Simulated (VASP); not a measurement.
Wanted: the native input for a VASP 6.6.1 run.

```
Task                   : single point
Functional             : r2SCAN
Dispersion             : D3(BJ)
Potentials or basis    : VASP PAW PBE potentials, release 64 (Mg)
Cutoff                 : 520 eV
k mesh                 : 4 × 4 × 4
Occupations            : fermi-dirac, width 0.05 eV
Spin                   : no spin polarisation
Dipole correction      : no
Further INCAR settings : ALGO = Normal; EDIFF = 1e-06; NBANDS = 7
```

Crystal: Mg.

```
CELL_PARAMETERS angstrom
-1.83599 1.83599 1.67940
1.83599 -1.83599 1.67940
1.83599 1.83599 -1.67940
ATOMIC_POSITIONS crystal
Mg 0.00000 0.00000 0.00000
```

The input as run:

POSCAR

```
Mg
1.0
   -1.8359916300      1.8359916300      1.6794040200
    1.8359916300     -1.8359916300      1.6794040200
    1.8359916300      1.8359916300     -1.6794040200
Mg
1
Direct
    0.0000000000      0.0000000000      0.0000000000
```

INCAR.step1

```
  ALGO = Normal
  EDIFF = 1E-4
  ENCUT = 520
  GGA = PE
  ISMEAR = -1
  LASPH = True
  LCHARG = False
  LREAL = False
  LWAVE = True
  NBANDS = 7
  NELM = 100
  PREC = Accurate
  SIGMA = 0.05
```

INCAR.step2

```
  ALGO = Normal
  EDIFF = 1E-6
  ENCUT = 520
  ISIF = 2
  ISMEAR = -1
  ISTART = 1
  IVDW = 12
  LASPH = True
  LCHARG = False
  LMIXTAU = True
  LREAL = False
  LWAVE = False
  METAGGA = R2SCAN
  NBANDS = 7
  NELM = 100
  PREC = Accurate
  SIGMA = 0.05
  VDW_A1 = 0.49484001
  VDW_A2 = 5.73083694
  VDW_S6 = 1.0
  VDW_S8 = 0.78981345
```

KPOINTS

```
k-points
0
Gamma
  4 4 4
```

Potentials or basis: VASP PAW PBE potentials, release 64 (Mg).

Run with:

```bash
$ cat potpaw_PBE.64/Mg/POTCAR > POTCAR
$ cp INCAR.step1 INCAR
$ mpirun -np 1 vasp_std > vasp.out
$ cp INCAR.step2 INCAR
$ mpirun -np 1 vasp_std > vasp.out
```

It gave:

The pressure is -1.5 GPa, the band gap on the k mesh is zero (band 1 reaches 6.18 eV, above the bottom of band 2 at 1.43 eV) and the dispersion energy per atom is -0.136 eV.

Caveat: the k points lie up to 0.63 Å⁻¹ apart; the PAW data sets were made with another functional, which shifts forces and pressure a little; pairwise dispersion overbinds metals, which lowers pressure and volume.

Run time: 4.4 s on 1 thread of Intel(R) Xeon(R) 6975P-C (Granite Rapids), with other jobs on the host, peak memory 0.14 GiB.
